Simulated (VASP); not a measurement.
Ge13H7:

```
H Ge
1.0
     6.89063    0.25941    0.11231
     0.25941    7.13900    0.00929
     0.11231    0.00929    7.20796
H Ge
7 13
Direct
  0.34594 0.40162 0.85067
  0.49621 0.92725 0.14076
  0.82220 0.04908 0.08276
  0.68761 0.98961 0.70859
  0.14652 0.66222 0.72202
  0.40239 0.88611 0.79017
  0.89042 0.11998 0.05238
  0.09421 0.33262 0.95124
  0.46917 0.12172 0.96505
  0.10830 0.30792 0.59474
  0.97455 0.49463 0.31119
  0.54836 0.72653 0.36521
  0.80439 0.80257 0.68953
  0.69877 0.53604 0.91657
  0.24418 0.81304 0.11059
  0.67786 0.30767 0.33122
  0.01222 0.94633 0.41903
  0.48085 0.33847 0.66673
  0.36413 0.46120 0.18088
  0.28579 0.81072 0.62849
```

Base run:

| Property | Result |
| --- | --- |
| Program | VASP 6.6.1 |
| Functional | PBE |
| Potentials or basis | VASP PAW PBE potentials, release 64 (H, Ge_d) |
| Cutoff | 410 eV |
| k mesh | 1 × 1 × 1, shifted |
| Occupations | fermi-dirac, width 0.05 eV |
| Spin | no spin polarisation |

Its results: band gap on the k mesh zero (an odd number of electrons rules out a gap without spin polarisation); pressure -0.9 GPa; largest force 1.426 eV/Å.

**Question.** The run is repeated on the same cell with these changes: cutoff from 410 eV to 520 eV; further incar settings from LREAL = Auto; ALGO = Normal; EDIFF = 1e-06; NBANDS = 110; ISYM = -1 to LREAL = Auto; ALGO = Normal; EDIFF = 1e-06; NBANDS = 110; ISYM = 0. What comes out?

**Answer.** Band gap on the k mesh zero (an odd number of electrons rules out a gap without spin polarisation); pressure -0.5 GPa; largest force 1.419 eV/Å.

Caveats: some runs use coarse meshes; the atoms stand as in a frame of molecular dynamics.
